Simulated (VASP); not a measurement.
# CuP (Fm-3m) in VASP: a series of runs

The runs below take CuP through single point, with PBEsol.

All numbers are computed with VASP 6.6.1; they aren't measurements. Logs are shortened: lines on timing, memory, paths and dates and some standing lists are left out, and cuts for length are marked.

### Step 1. The cell of the first run

Symmetry: Fm-3m, No. 225, cubic system. Conventional cell: a = 4.708 Å, b = 4.708 Å, c = 4.708 Å, α = 90.00°, β = 90.00°, γ = 90.00°. Cu (site symmetry m-3m) has 6 P at 2.35 Å within 3.1 Å. P (site symmetry m-3m) has 6 Cu at 2.35 Å within 3.1 Å.

### Step 2. Single point, PBEsol (volume scaled by 0.960)

INCAR

```
SYSTEM = CuP
PREC = Accurate ; ENCUT = 520
EDIFF = 1E-7 ; ISMEAR = 0
SIGMA = 0.05 ; LREAL = .FALSE.
LASPH = .TRUE. ; NELM = 100
ALGO = Normal ; ISIF = 2
LWAVE = .FALSE. ; LCHARG = .FALSE.
GGA = PS ; NBANDS = 15
```

KPOINTS

```
regular mesh
0
G
  12 12 12
  0 0 0
```

POSCAR

```
CuP
1.0
    0.0000000000      2.3541751921      2.3541751921
    2.3541751921      0.0000000000      2.3541751921
    2.3541751921      2.3541751921      0.0000000000
Cu P
1 1
Direct
    0.5000000000      0.5000000000      0.5000000000
    0.0000000000      0.0000000000      0.0000000000
```

Potentials or basis: VASP PAW PBE potentials, release 64 (Cu, P).

The run is started by

```
cat potpaw_PBE.64/Cu/POTCAR potpaw_PBE.64/P/POTCAR > POTCAR
mpirun -np 1 vasp_std > vasp.out
```

OUTCAR:

```text
SYSTEM = CuP
   PREC = Accurate
   ENCUT = 520
   EDIFF = 1E-7
   ISMEAR = 0
   LREAL = .FALSE.
   LASPH = .TRUE.
   NELM = 100
   ISIF = 2
   GGA = PS

 ion  position               nearest neighbor table
   1  0.500  0.500  0.500-   2 2.35   2 2.35   2 2.35   2 2.35   2 2.35   2 2.35
   2  0.000  0.000  0.000-   1 2.35   1 2.35   1 2.35   1 2.35   1 2.35   1 2.35

  LATTYP: Found a face centered cubic cell.
 ALAT       =     4.7083503842

  Lattice vectors:

 A1 = (   0.0000000000,   2.3541751921,   2.3541751921)
 A2 = (   2.3541751921,   0.0000000000,   2.3541751921)
 A3 = (   2.3541751921,   2.3541751921,   0.0000000000)

Analysis of symmetry for initial positions (statically):
=====================================================================
 Subroutine PRICEL returns:
 Original cell was already a primitive cell.

 Routine SETGRP: Setting up the symmetry group for a
 face centered cubic supercell.

 Subroutine GETGRP returns: Found 48 space group operations
 (whereof 48 operations were pure point group operations)
 out of a pool of 48 trial point group operations.

The static configuration has the point symmetry O_h .

Analysis of symmetry for dynamics (positions and initial velocities):
=====================================================================
 Subroutine PRICEL returns:
 Original cell was already a primitive cell.

 Routine SETGRP: Setting up the symmetry group for a
 face centered cubic supercell.

 Subroutine GETGRP returns: Found 48 space group operations
 (whereof 48 operations were pure point group operations)
 out of a pool of 48 trial point group operations.

The dynamic configuration has the point symmetry O_h .

 Subroutine INISYM returns: Found 48 space group operations
 (whereof 48 operations are pure point group operations),
 and found     1 'primitive' translations

----------------------------------------------------------------------------------------

                                     Primitive cell

  volume of cell :      26.0943

  direct lattice vectors                    reciprocal lattice vectors
     0.000000000  2.354175192  2.354175192    -0.212388611  0.212388611  0.212388611
     2.354175192  0.000000000  2.354175192     0.212388611 -0.212388611  0.212388611
     2.354175192  2.354175192  0.000000000     0.212388611  0.212388611 -0.212388611

  length of vectors
     3.329306485  3.329306485  3.329306485     0.367867866  0.367867866  0.367867866

  position of ions in fractional coordinates (direct lattice)
[... 85 lines left out ...]
   ISIF   =      2    stress and relaxation
   ISYM   =      2    0-nonsym 1-usesym 2-fastsym
   POTIM  = 0.5000    time-step for ionic-motion
   TEBEG  =    0.0;   TEEND  =   0.0 temperature during run
   PSTRESS=    0.0 pullay stress
   NELECT =      16.0000    total number of electrons
   NUPDOWN=      -1.0000    fix difference up-down
   EMIN   =  10.00;   EMAX   =-10.00  energy-range for DOS
   EFERMI =   0.00;   METHOD = LEGACY
   ISMEAR =     0;   SIGMA  =   0.05  broadening in eV -4-tet -1-fermi 0-gaus
   EFERMI_NEDOS =   21; number of points for ismear=-14 and -15
   IALGO  =     38    algorithm
   IMIX   =      4    mixing-type and parameters
     AMIX     =   0.40;   BMIX     =  1.00
     AMIX_MAG =   1.60;   BMIX_MAG =  1.00
  volume/ion in A,a.u.               =      13.05        88.05
  Fermi-wavevector in a.u.,A,eV,Ry     =   1.390804  2.628239 26.318250  1.934337
  Thomas-Fermi vector in A             =   2.514704
   LORBIT       =      0    0 simple, 1 ext, 2 COOP (PROOUT), +10 PAW based schemes
   GGA     = PS    functional components
   LHFCALC =     F    Hartree Fock is set to
   AEXX    =    0.0000 exact exchange contribution
   IVDW    =     0    specifies the selected vdW correction
   LEPSILON=     F    determine dielectric tensor
   LRPA    =     F    only Hartree local field effects (RPA)
 non-spin polarized calculation
 Gauss-broadening in eV      SIGMA  =   0.05
  energy-cutoff  :      520.00
  volume of cell :       26.09
 maximum number of plane-waves:       725
 NGX is ok and might be reduce to    28
   NGX = 13   NGY = 13   NGZ = 13

 number of electron      16.0000006 magnetization

 Free energy of the ion-electron system (eV)
  ---------------------------------------------------
  ext. energy  EPLUGINS =         0.00000000
  ---------------------------------------------------
  free energy    TOTEN  =        -9.74212114 eV

  energy without entropy =       -9.74124580  energy(sigma->0) =       -9.74168347

 E-fermi :   8.6271     XC(G=0): -12.1107

 val. band max:        8.6185964222   @ k =   0.5000   0.2500   0.0000
 cond. band min:       8.6596557768   @ k =  -0.4167   0.1667   0.0000
 fundamental gap:      0.0410593546
 Fermi energy:         8.6271108470

 k-point     1 :       0.0000    0.0000    0.0000
  band No.  band energies     occupation
      1      -5.4184      2.00000
      2       4.6666      2.00000
      3       4.6666      2.00000
      4       4.7193      2.00000
      5       4.7193      2.00000
      6       4.7193      2.00000
      7       9.9169      0.00000
      8       9.9169      0.00000
      9       9.9169      0.00000
     10      16.5151      0.00000
     11      18.0421      0.00000
     12      18.0421      0.00000
     13      18.0421      0.00000
     14      20.8401      0.00000
[... 401 lines left out ...]
      2       1.3722      2.00000
      3       3.6229      2.00000
      4       3.8415      2.00000
      5       5.2450      2.00000
      6       5.2816      2.00000
      7       5.7417      2.00000
      8       8.6597      0.35731
      9      10.3266      0.00000
     10      13.5010      0.00000
     11      16.1964      0.00000
     12      16.5276      0.00000
     13      21.0490      0.00000
     14      22.6365      0.00000
     15      23.3450      0.00000

 [... further k-points ...]
[... 5 lines left out ...]
  --------------------------------------------------------------------------------------
  -------------------------------------------------------------------------------------
  Total        1.0395031      1.0395031      1.0395031     -0.0000000      0.0000000     -0.0000000
  in kB       63.8248864     63.8248864     63.8248864     -0.0000000      0.0000000     -0.0000000
  external PRESSURE =      63.8248864 kB  Pullay stress =       0.0000000 kB

 VOLUME and BASIS-vectors are now :
 -----------------------------------------------------------------------------
  energy-cutoff  :      520.00
  volume of cell :       26.09
      direct lattice vectors                 reciprocal lattice vectors
     0.000000000  2.354175192  2.354175192    -0.212388611  0.212388611  0.212388611
     2.354175192  0.000000000  2.354175192     0.212388611 -0.212388611  0.212388611
     2.354175192  2.354175192  0.000000000     0.212388611  0.212388611 -0.212388611

 POSITION                                       TOTAL-FORCE (eV/Angst)
 -----------------------------------------------------------------------------------
      2.35418      2.35418      2.35418        -0.000000     -0.000000      0.000000
      0.00000      0.00000      0.00000         0.000000      0.000000     -0.000000
 -----------------------------------------------------------------------------------
    total drift:                                0.000000      0.000000      0.000000

  FREE ENERGIE OF THE ION-ELECTRON SYSTEM (eV)
  ---------------------------------------------------
  free  energy   TOTEN  =        -9.7421211373 eV

  energy  without entropy=       -9.7412458036  energy(sigma->0) =       -9.74168347
```

OSZICAR:

```text
N       E                     dE             d eps       ncg     rms          rms(c)
DAV:   1     0.695973874443E+02    0.69597E+02   -0.71629E+03  2199   0.146E+03
DAV:   2    -0.825104541849E+01   -0.77848E+02   -0.69745E+02  2301   0.247E+02
DAV:   3    -0.120818953816E+02   -0.38308E+01   -0.36751E+01  2769   0.556E+01
DAV:   4    -0.121484209910E+02   -0.66526E-01   -0.66421E-01  2521   0.642E+00
DAV:   5    -0.121496996159E+02   -0.12786E-02   -0.12785E-02  2944   0.983E-01    0.144E+01
DAV:   6    -0.135565930083E+02   -0.14069E+01   -0.37559E+01  2251   0.192E+02    0.118E+01
DAV:   7    -0.983498208322E+01    0.37216E+01   -0.88655E+00  2559   0.956E+01    0.279E+00
DAV:   8    -0.974669516808E+01    0.88287E-01   -0.69065E-01  2948   0.207E+01    0.148E+00
DAV:   9    -0.974294240678E+01    0.37528E-02   -0.69476E-02  3283   0.280E+00    0.459E-01
DAV:  10    -0.974243473332E+01    0.50767E-03   -0.10809E-03  2727   0.255E-01    0.222E-01
DAV:  11    -0.974222878796E+01    0.20595E-03   -0.19494E-03  3395   0.130E+00    0.812E-02
DAV:  12    -0.974213372420E+01    0.95064E-04   -0.24709E-04  3045   0.403E-01    0.297E-02
DAV:  13    -0.974212945097E+01    0.42732E-05   -0.16217E-05  3337   0.415E-02    0.219E-02
DAV:  14    -0.974212126056E+01    0.81904E-05   -0.15005E-05  3261   0.123E-01    0.377E-03
DAV:  15    -0.974212113429E+01    0.12626E-06   -0.19301E-06  3426   0.181E-02    0.905E-04
DAV:  16    -0.974212113732E+01   -0.30236E-08   -0.59475E-08  1199   0.203E-03
   1 F= -.97421211E+01 E0= -.97416835E+01  d E =-.875334E-03
```

Wall time 36 s (1 thread of Intel Xeon 6975P-C, shared host); peak memory 0.17 GiB.

What came out:

* Free energy: -9.7421 eV
* Pressure: 6.4 GPa
* Band gap on the k mesh: zero (band 8 reaches 11.43 eV, above the bottom of band 9 at 6.13 eV)

Caveat: the cell differs from its parent crystal (volume scaled by 0.960); the PAW data sets were made with another functional, which shifts forces and pressure a little.

### Step 3. Single point, PBEsol (volume scaled by 0.980)

INCAR

```
SYSTEM = CuP
PREC = Accurate ; ENCUT = 520
EDIFF = 1E-6 ; ISMEAR = 0
SIGMA = 0.05 ; LREAL = .False.
LASPH = .True. ; NELM = 60
ALGO = Normal ; ISIF = 2
LWAVE = .False. ; LCHARG = .True.
GGA = PS ; LELF = .True.
LVHAR = .True. ; NBANDS = 15
```

KPOINTS

```
Automatic mesh
0
Gamma
  12 12 12
  0 0 0
```

POSCAR

```
CuP
1.0
    0.0000000000      2.3704113961      2.3704113961
    2.3704113961      0.0000000000      2.3704113961
    2.3704113961      2.3704113961      0.0000000000
Cu P
1 1
Direct
    0.5000000000      0.5000000000      0.5000000000
    0.0000000000      0.0000000000      0.0000000000
```

Potentials or basis: VASP PAW PBE potentials, release 64 (Cu, P).

The run is started by

```
cat potpaw_PBE.64/Cu/POTCAR potpaw_PBE.64/P/POTCAR > POTCAR
mpirun -np 1 vasp_std > vasp.out
```

Wall time 37 s (1 thread of Intel Xeon 6975P-C, shared host); peak memory 0.17 GiB.

Results (log left out):

```
Free energy            : -9.7587 eV
Pressure               : 3.2 GPa
Band gap on the k mesh : zero (band 8 reaches 11.07 eV, above the bottom of band 9 at 5.90 eV)
```

Levels at points of the mesh, in eV from the Fermi level:
```csv
k point,band 4,band 5,band 6,band 7,band 8,band 9,band 10,band 11,band 12,band 13
"(0.00, 0.00, 0.00)",-3.81,-3.81,-3.81,1.25,1.25,1.25,7.59,9.38,9.38,9.38
"(0.50, 0.00, 0.00)",-4.76,-3.29,-3.29,-2.80,2.72,2.72,5.04,5.80,5.80,11.78
"(0.50, 0.50, 0.00)",-3.62,-3.15,-3.15,-2.39,-1.95,-1.95,1.53,5.45,16.34,16.67
```

Caveat: the cell differs from its parent crystal (volume scaled by 0.980); the PAW data sets were made with another functional, which shifts forces and pressure a little.

### Step 4. Single point, PBEsol

This run uses another cell than the first one, of 13.59 Å³/atom, 1.042 times its volume.

INCAR

```
SYSTEM = CuP
PREC = Accurate ; ENCUT = 520
EDIFF = 1E-6 ; ISMEAR = 0
SIGMA = 0.05 ; LREAL = .False.
LASPH = .True. ; NELM = 60
ALGO = Normal ; ISIF = 2
LWAVE = .False. ; LCHARG = .False.
GGA = PS ; NBANDS = 15
```

KPOINTS is that of step 3.

POSCAR

```
CuP
1.0
    0.0000000000      2.3864281752      2.3864281752
    2.3864281752      0.0000000000      2.3864281752
    2.3864281752      2.3864281752      0.0000000000
Cu P
1 1
Direct
    0.5000000000      0.5000000000      0.5000000000
    0.0000000000      0.0000000000      0.0000000000
```

The run is started by

```
cat potpaw_PBE.64/Cu/POTCAR potpaw_PBE.64/P/POTCAR > POTCAR
mpirun -np 1 vasp_std > vasp.out
```

It took 34 s on 1 thread of Intel Xeon 6975P-C, shared host; peak memory 0.17 GiB.

The run converged. Its results:

```
Free energy            : -9.7650 eV
Pressure               : 0.4 GPa
Band gap on the k mesh : zero (band 8 reaches 10.72 eV, above the bottom of band 9 at 5.68 eV)
```

Levels at points of the mesh, in eV from the Fermi level:
```
           k point  band 5  band 6  band 7  band 8  band 9  band 10  band 11  band 12
(0.00, 0.00, 0.00)   -3.71   -3.71    1.22    1.22    1.22     7.30     9.35     9.35
(0.50, 0.00, 0.00)   -3.22   -3.22   -2.74    2.66    2.66     5.01     5.80     5.80
(0.50, 0.50, 0.00)   -3.08   -3.08   -2.35   -1.90   -1.90     1.48     5.46    16.19
```

Caveat: the PAW data sets were made with another functional, which shifts forces and pressure a little.

(Part 1 of 2 ends here.)
